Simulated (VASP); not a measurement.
# NbAs (F-43m) in VASP: notebook, part 3 of 3

VASP 6.6.1. Earlier steps stand in the parts before.

### 4 Single point, PBEsol

This run uses another cell than the first one, of 22.13 Å³/atom, 1.254 times its volume.

The input, INCAR:

```
ALGO = Normal ; EDIFF = 1E-6
ENCUT = 520 ; GGA = PS
ISIF = 2 ; ISMEAR = 0
LASPH = True ; LCHARG = False
LREAL = False ; LWAVE = False
NBANDS = 16 ; NELM = 60
PREC = Accurate ; SIGMA = 0.05
```

The input, KPOINTS:

```
k-points
0
Gamma
  10 10 10
```

The input, POSCAR:

```
NbAs
1.0
    0.0000000000      2.8074468436      2.8074468436
    2.8074468436      0.0000000000      2.8074468436
    2.8074468436      2.8074468436      0.0000000000
Nb As
1 1
Direct
    0.0000000000      0.0000000000      0.0000000000
    0.2500000000      0.2500000000      0.2500000000
```

Potentials or basis: VASP PAW PBE potentials, release 64 (Nb_sv, As).

Run with:

```bash
cat potpaw_PBE.64/Nb_sv/POTCAR potpaw_PBE.64/As/POTCAR > POTCAR
mpirun -np 1 vasp_std > vasp.out
```

OUTCAR:

```text
EDIFF = 1E-6
   ENCUT = 520
   GGA = PS
   ISIF = 2
   ISMEAR = 0
   LASPH = True
   LREAL = False
   NELM = 60
   PREC = Accurate

 ion  position               nearest neighbor table
   1  0.000  0.000  0.000-   2 2.43   2 2.43   2 2.43   2 2.43
   2  0.250  0.250  0.250-   1 2.43   1 2.43   1 2.43   1 2.43

  LATTYP: Found a face centered cubic cell.
 ALAT       =     5.6148936872

  Lattice vectors:

 A1 = (   0.0000000000,   2.8074468436,   2.8074468436)
 A2 = (   2.8074468436,   0.0000000000,   2.8074468436)
 A3 = (   2.8074468436,   2.8074468436,   0.0000000000)

Analysis of symmetry for initial positions (statically):
=====================================================================
 Subroutine PRICEL returns:
 Original cell was already a primitive cell.

 Routine SETGRP: Setting up the symmetry group for a
 face centered cubic supercell.

 Subroutine GETGRP returns: Found 24 space group operations
 (whereof 24 operations were pure point group operations)
 out of a pool of 48 trial point group operations.

The static configuration has the point symmetry T_d .

Analysis of symmetry for dynamics (positions and initial velocities):
=====================================================================
 Subroutine PRICEL returns:
 Original cell was already a primitive cell.

 Routine SETGRP: Setting up the symmetry group for a
 face centered cubic supercell.

 Subroutine GETGRP returns: Found 24 space group operations
 (whereof 24 operations were pure point group operations)
 out of a pool of 48 trial point group operations.

The dynamic configuration has the point symmetry T_d .

 Subroutine INISYM returns: Found 24 space group operations
 (whereof 24 operations are pure point group operations),
 and found     1 'primitive' translations

----------------------------------------------------------------------------------------

                                     Primitive cell

  volume of cell :      44.2552

  direct lattice vectors                    reciprocal lattice vectors
     0.000000000  2.807446844  2.807446844    -0.178097762  0.178097762  0.178097762
     2.807446844  0.000000000  2.807446844     0.178097762 -0.178097762  0.178097762
     2.807446844  2.807446844  0.000000000     0.178097762  0.178097762 -0.178097762

  length of vectors
     3.970329402  3.970329402  3.970329402     0.308474373  0.308474373  0.308474373

  position of ions in fractional coordinates (direct lattice)
     0.000000000  0.000000000  0.000000000
     0.250000000  0.250000000  0.250000000

  ion indices of the primitive-cell ions
   primitive index   ion index
                 1           1
                 2           2

----------------------------------------------------------------------------------------

 KPOINTS: k-points

Automatic generation of k-mesh.
 Grid dimensions read from file:
 generate k-points for:   10   10   10

 Generating k-lattice:

  Cartesian coordinates                     Fractional coordinates (reciprocal lattice)
    -0.017809776  0.017809776  0.017809776     0.100000000  0.000000000  0.000000000
     0.017809776 -0.017809776  0.017809776     0.000000000  0.100000000  0.000000000
     0.017809776  0.017809776 -0.017809776     0.000000000  0.000000000  0.100000000

  Length of vectors
     0.030847437  0.030847437  0.030847437

  Shift w.r.t. Gamma in fractional coordinates (k-lattice)
     0.000000000  0.000000000  0.000000000

 Subroutine IBZKPT returns following result:
 ===========================================

 Found     47 irreducible k-points:

 Following reciprocal coordinates:
            Coordinates               Weight
  0.000000  0.000000  0.000000      1.000000
  0.100000  0.000000  0.000000      8.000000
  0.200000  0.000000  0.000000      8.000000
  0.300000  0.000000  0.000000      8.000000
  0.400000  0.000000  0.000000      8.000000
  0.500000  0.000000  0.000000      4.000000
[... 16 lines left out ...]
  0.300000  0.300000  0.000000      6.000000
  0.400000  0.300000  0.000000     24.000000
 [... further k-points ...]
   k-points           NKPTS =     47   k-points in BZ     NKDIM =     47   number of bands    NBANDS=     16
   number of dos      NEDOS =    301   number of ions     NIONS =      2
   total plane-waves  NPLWV =  27000
   dimension x,y,z NGX =    30 NGY =   30 NGZ =   30
   dimension x,y,z NGXF=    60 NGYF=   60 NGZF=   60
   ions per type =               1   1
   NGX,Y,Z   is equivalent  to a cutoff of  12.56, 12.56, 12.56 a.u.
   NGXF,Y,Z  is equivalent  to a cutoff of  25.12, 25.12, 25.12 a.u.
 SYSTEM =  unknown system
   PREC   = accura    normal or accurate (medium, high low for compatibility)
   ISTART =      0    job   : 0-new  1-cont  2-samecut
   ICHARG =      2    charge: 1-file 2-atom 10-const
   ISPIN  =      1    spin polarized calculation?
   LNONCOLLINEAR =      F non collinear calculations
   LSORBIT =      F    spin-orbit coupling
   LASPH  =      T    aspherical Exc in radial PAW
   ENCUT  =  520.0 eV  38.22 Ry    6.18 a.u.   7.38  7.38  7.38*2*pi/ulx,y,z
   NELM   =     60;   NELMIN=  2; NELMDL= -5     # of ELM steps
   EDIFF  = 0.1E-05   stopping-criterion for ELM
   LREAL  =      F    real-space projection
   EDIFFG = 0.1E-04   stopping-criterion for IOM
   NSW    =      0    number of steps for IOM
   IBRION =     -1    ionic relax: 0-MD 1-quasi-New 2-CG
   NFREE  =      0    steps in history (QN), initial steepest desc. (CG)
   ISIF   =      2    stress and relaxation
   ISYM   =      2    0-nonsym 1-usesym 2-fastsym
   POTIM  = 0.5000    time-step for ionic-motion
   TEBEG  =    0.0;   TEEND  =   0.0 temperature during run
   PSTRESS=    0.0 pullay stress
   NELECT =      18.0000    total number of electrons
   NUPDOWN=      -1.0000    fix difference up-down
   EMIN   =  10.00;   EMAX   =-10.00  energy-range for DOS
   EFERMI =   0.00;   METHOD = LEGACY
   ISMEAR =     0;   SIGMA  =   0.05  broadening in eV -4-tet -1-fermi 0-gaus
   EFERMI_NEDOS =   21; number of points for ismear=-14 and -15
   IALGO  =     38    algorithm
   IMIX   =      4    mixing-type and parameters
     AMIX     =   0.40;   BMIX     =  1.00
     AMIX_MAG =   1.60;   BMIX_MAG =  1.00
  volume/ion in A,a.u.               =      22.13       149.32
  Fermi-wavevector in a.u.,A,eV,Ry     =   1.212953  2.292150 20.017653  1.471256
  Thomas-Fermi vector in A             =   2.348421
   LORBIT       =      0    0 simple, 1 ext, 2 COOP (PROOUT), +10 PAW based schemes
   GGA     = PS    functional components
   LHFCALC =     F    Hartree Fock is set to
   AEXX    =    0.0000 exact exchange contribution
   IVDW    =     0    specifies the selected vdW correction
   LEPSILON=     F    determine dielectric tensor
   LRPA    =     F    only Hartree local field effects (RPA)
 non-spin polarized calculation
 Gauss-broadening in eV      SIGMA  =   0.05
  energy-cutoff  :      520.00
  volume of cell :       44.26
 maximum number of plane-waves:      1243
 NGX is ok and might be reduce to    30
   NGX = 15   NGY = 15   NGZ = 15

 number of electron      17.9999999 magnetization

 Free energy of the ion-electron system (eV)
  ---------------------------------------------------
  ext. energy  EPLUGINS =         0.00000000
  ---------------------------------------------------
  free energy    TOTEN  =       -15.25611276 eV

  energy without entropy =      -15.25382645  energy(sigma->0) =      -15.25496960

 E-fermi :   6.7431     XC(G=0): -10.5419

 val. band max:        6.7189596681   @ k =   0.0000   0.0000   0.0000
 cond. band min:       6.7437259010   @ k =  -0.1000   0.1000   0.0000
 fundamental gap:      0.0247662329
 Fermi energy:         6.7431260260

 k-point     1 :       0.0000    0.0000    0.0000
  band No.  band energies     occupation
      1     -48.4855      2.00000
      2     -24.6133      2.00000
      3     -24.6133      2.00000
      4     -24.6133      2.00000
      5      -5.4236      2.00000
      6       2.9822      2.00000
[... 8 lines left out ...]
     15      15.4593      0.00000
     16      15.4593      0.00000

 k-point     2 :       0.1000    0.0000    0.0000
  band No.  band energies     occupation
      1     -48.4849      2.00000
      2     -24.6239      2.00000
      3     -24.6148      2.00000
      4     -24.6148      2.00000
      5      -5.3297      2.00000
      6       2.8326      2.00000
[... 8 lines left out ...]
     15      14.8557      0.00000
     16      15.4376      0.00000
[... 387 lines left out ...]
      5      -4.5265      2.00000
      6       1.8752      2.00000
[... 8 lines left out ...]
     15      14.5854      0.00000
     16      17.3039      0.00000

 k-point    24 :       0.4000    0.3000    0.0000
  band No.  band energies     occupation
      1     -48.4782      2.00000
      2     -24.7023      2.00000
      3     -24.6467      2.00000
      4     -24.6437      2.00000
      5      -4.3108      2.00000
      6       1.8167      2.00000
[... 8 lines left out ...]
     15      14.8408      0.00000
     16      17.3721      0.00000

 [... further k-points ...]
[... 5 lines left out ...]
  --------------------------------------------------------------------------------------
  -------------------------------------------------------------------------------------
  Total        2.2726699      2.2726699      2.2726699      0.0000000     -0.0000000     -0.0000000
  in kB       82.2777338     82.2777338     82.2777338      0.0000000     -0.0000000     -0.0000000
  external PRESSURE =      82.2777338 kB  Pullay stress =       0.0000000 kB

 VOLUME and BASIS-vectors are now :
 -----------------------------------------------------------------------------
  energy-cutoff  :      520.00
  volume of cell :       44.26
      direct lattice vectors                 reciprocal lattice vectors
     0.000000000  2.807446844  2.807446844    -0.178097762  0.178097762  0.178097762
     2.807446844  0.000000000  2.807446844     0.178097762 -0.178097762  0.178097762
     2.807446844  2.807446844  0.000000000     0.178097762  0.178097762 -0.178097762

 POSITION                                       TOTAL-FORCE (eV/Angst)
 -----------------------------------------------------------------------------------
      0.00000      0.00000      0.00000         0.000000      0.000000      0.000000
      1.40372      1.40372      1.40372        -0.000000     -0.000000     -0.000000
 -----------------------------------------------------------------------------------
    total drift:                                0.000000      0.000000      0.000000

  FREE ENERGIE OF THE ION-ELECTRON SYSTEM (eV)
  ---------------------------------------------------
  free  energy   TOTEN  =       -15.2561127601 eV

  energy  without entropy=      -15.2538264481  energy(sigma->0) =      -15.25496960
```

OSZICAR:

```text
N       E                     dE             d eps       ncg     rms          rms(c)
DAV:   1     0.139672248926E+03    0.13967E+03   -0.91849E+03  1512   0.106E+03
DAV:   2    -0.934852358809E+01   -0.14902E+03   -0.14311E+03  1952   0.339E+02
DAV:   3    -0.160668333101E+02   -0.67183E+01   -0.65561E+01  2360   0.606E+01
DAV:   4    -0.163112336313E+02   -0.24440E+00   -0.24344E+00  2008   0.110E+01
DAV:   5    -0.163209348686E+02   -0.97012E-02   -0.97000E-02  2384   0.205E+00    0.764E+00
DAV:   6    -0.152574153192E+02    0.10635E+01   -0.29202E+00  2416   0.144E+01    0.251E+00
DAV:   7    -0.152582516244E+02   -0.83631E-03   -0.11711E-01  1856   0.284E+00    0.151E+00
DAV:   8    -0.152562309989E+02    0.20206E-02   -0.21176E-02  2672   0.124E+00    0.196E-01
DAV:   9    -0.152561205808E+02    0.11042E-03   -0.13304E-03  2208   0.345E-01    0.944E-02
DAV:  10    -0.152561131493E+02    0.74314E-05   -0.13531E-04  1968   0.108E-01    0.335E-02
DAV:  11    -0.152561131424E+02    0.69617E-08   -0.14755E-05  1960   0.521E-02    0.834E-03
DAV:  12    -0.152561127601E+02    0.38231E-06   -0.89153E-07  1608   0.834E-03
   1 F= -.15256113E+02 E0= -.15254970E+02  d E =-.228631E-02
```

stdout:

```text
POSCAR found type information on POSCAR NbAs
 POSCAR found :  2 types and       2 ions
 scaLAPACK will be used
 -----------------------------------------------------------------------------
|                                                                             |
|                                                                             |
|     You enforced a specific xc type in the INCAR file but a different       |
|     I HOPE YOU KNOW WHAT YOU ARE DOING!                                     |
|                                                                             |
 -----------------------------------------------------------------------------

 LDA part: xc-table for (Slater+PW92), standard interpolation
 POSCAR, INCAR and KPOINTS ok, starting setup
 FFT: planning ... GRIDC
 FFT: planning ... GRID_SOFT
 FFT: planning ... GRID
 WAVECAR not read
 entering main loop
```

Wall time 18 s (1 thread of Intel Xeon 6975P-C (Granite Rapids), shared host); peak memory 0.18 GiB.

What came out:

```
Free energy            : -15.2561 eV
Pressure               : 8.2 GPa
Band gap on the k mesh : zero (band 9 reaches 7.16 eV, above the bottom of band 10 at 6.57 eV)
```

Levels at points of the mesh, in eV from the Fermi level:
| k point | band 6 | band 7 | band 8 | band 9 | band 10 | band 11 | band 12 | band 13 |
| --- | --- | --- | --- | --- | --- | --- | --- | --- |
| (0.00, 0.00, 0.00) | -3.76 | -3.76 | -3.76 | -0.02 | -0.02 | 2.54 | 6.06 | 6.06 |
| (0.50, 0.00, 0.00) | -4.48 | -3.31 | -3.31 | 0.42 | 0.42 | 0.74 | 3.62 | 3.62 |
| (0.50, 0.50, 0.00) | -5.16 | -2.14 | -2.14 | -1.25 | 0.86 | 1.03 | 1.52 | 1.52 |

Caveat: the PAW data sets were made with another functional, which shifts forces and pressure a little.

### 5 Single point, PBEsol (volume scaled by 0.960)

The input, INCAR:

```
ALGO = Normal
EDIFF = 1E-6
ENCUT = 520
GGA = PS
ISIF = 2
ISMEAR = 0
LASPH = T
LCHARG = F
LREAL = F
LWAVE = F
NBANDS = 16
NELM = 100
PREC = Accurate
SIGMA = 0.05
```

KPOINTS is that of step 4.

The input, POSCAR:

```
NbAs
1.0
    0.0000000000      2.8329497309      2.8329497309
    2.8329497309      0.0000000000      2.8329497309
    2.8329497309      2.8329497309      0.0000000000
Nb As
1 1
Direct
    0.0000000000      0.0000000000      0.0000000000
    0.2500000000      0.2500000000      0.2500000000
```

Run with:

```bash
cat potpaw_PBE.64/Nb_sv/POTCAR potpaw_PBE.64/As/POTCAR > POTCAR
mpirun -np 1 vasp_std > vasp.out
```

It took 23 s on 1 thread of Intel Xeon 6975P-C (Granite Rapids), shared host; peak memory 0.19 GiB.

Results (log left out):

```yaml
Free_energy: -15.3055 eV
Pressure: 4.7 GPa
Band_gap_on_the_k_mesh: zero (band 9 reaches 6.87 eV, above the bottom of band 10 at 6.31 eV)
```

Levels at points of the mesh, in eV from the Fermi level:
```csv
k point,band 5,band 6,band 7,band 8,band 9,band 10,band 11,band 12,band 13,band 14
"(0.00, 0.00, 0.00)",-12.05,-3.67,-3.67,-3.67,-0.02,-0.02,2.44,5.92,5.92,5.92
"(0.50, 0.00, 0.00)",-11.06,-4.40,-3.24,-3.24,0.40,0.40,0.70,3.52,3.52,4.54
"(0.50, 0.50, 0.00)",-10.72,-5.04,-2.13,-2.13,-1.19,0.83,0.97,1.48,1.48,7.39
```

Caveat: the cell differs from its parent crystal (volume scaled by 0.960); the PAW data sets were made with another functional, which shifts forces and pressure a little.

### 6 The runs side by side

| cell | gap on the mesh (eV) | pressure (GPa) |
| --- | --- | --- |
| a = 3.681 Å, angles 60.0°, 2 atoms | none | 55.7 |
| a = 3.823 Å, angles 60.0°, 2 atoms | none | 27.3 |
| a = 3.970 Å, angles 60.0°, 2 atoms | none | 8.2 |
| a = 4.006 Å, angles 60.0°, 2 atoms | none | 4.7 |

Alike in all rows: task single point; level PBEsol; potentials or basis VASP PAW PBE potentials, release 64 (Nb_sv, As); no spin polarisation; k mesh 10 × 10 × 10; cutoff (eV) 520; smearing gaussian 0.05 eV.

Caveats: the PAW data sets were made with another functional, which shifts forces and pressure a little.

Absolute energies hang on the potentials; compare differences alone.
